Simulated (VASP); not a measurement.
# CuI: relaxation of cell and atoms with PBEsol

Crystal: CuI.

```
Cu I
1.0
     2.96954    2.96954    0.00000
    -2.96954    2.96954    0.00000
     0.00000    2.96954    2.96954
Cu I
1 1
Cartesian
  1.4848 4.4543 1.4848
  0.0000 0.0000 0.0000
```

```yaml
Program: VASP 6.6.1
Task: relaxation of cell and atoms
Functional: PBEsol
Potentials_or_basis: VASP PAW PBE potentials, release 64 (Cu, I)
Cutoff: 600 eV
k_mesh: 6 × 6 × 6
Occupations: gaussian, width 0.01 eV
Spin: no spin polarisation
Target_pressure: 15 GPa
Dipole_correction: no
Further_INCAR_settings: ALGO = Normal; EDIFF = 1e-07; IBRION = 2; EDIFFG = -0.002; NSW = 100; ISIF = 3
```

```yaml
Relaxed_volume: 21.76 Å³/atom
Relaxed_cell: a = 3.948 Å, b = 3.948 Å, c = 3.948 Å, α = 60.00°, β = 60.00°, γ = 90.00°
Space_group_after_relaxing_to_0.1_Å: F-43m (No. 216)
Energy_change_on_relaxing_the_run_minimises_the_enthalpy: +174.1 meV/atom
Ionic_steps: 7
Pressure_after_relaxing: 15.0 GPa
Band_gap_on_the_k_mesh: 1.81 eV
```

The path:
| step | energy change (eV) | largest force (eV/Å) | pressure (GPa) | volume (Å³) |
| --- | --- | --- | --- | --- |
| 1 | 0.0000 | 0.0000 | 0.17 | 52.37 |
| 2 | 1.6963 | 0.0000 | 48.08 | 36.07 |
| 3 | 0.3208 | 0.0000 | 13.30 | 43.82 |
| 4 | 0.3654 | 0.0000 | 15.49 | 43.34 |
| 5 | 0.3493 | 0.0000 | 15.03 | 43.50 |
| 6 | 0.3473 | 0.0000 | 14.98 | 43.53 |
| 7 | 0.3482 | 0.0000 | 14.99 | 43.52 |

Final structure:
```
CELL_PARAMETERS angstrom
2.79174 2.79174 0.00000
-2.79174 2.79174 0.00000
0.00000 2.79174 2.79174
ATOMIC_POSITIONS crystal
Cu 0.75000 0.25000 0.50000
I 0.00000 0.00000 0.00000
```

Levels at points of the mesh, in eV from the valence-band top:
```
           k point  band 6  band 7  band 8  band 9  band 10  band 11  band 12  band 13
(0.00, 0.00, 0.00)   -3.17    0.00    0.00    0.00     1.81     4.48     4.48     4.48
(0.50, 0.00, 0.00)   -3.13   -3.06   -1.20   -1.20     2.26     5.11     5.11     7.31
(0.50, 0.50, 0.00)   -3.05   -3.03   -2.61   -2.61     2.03     2.53    11.05    11.06
```

Run time: 4.1 min on 1 thread of Intel Xeon 8259CL, on a shared host, peak memory 0.22 GiB.

Caveat: the cell is relaxed towards a set pressure, so the run minimises the enthalpy, not the energy; the volume moved by over 15 % at a fixed basis, so the end points are rough; the PAW data sets were made with another functional, which shifts forces and pressure a little; spin-orbit coupling is left out, which moves the levels of the heavy elements. A k mesh can miss the band edges.
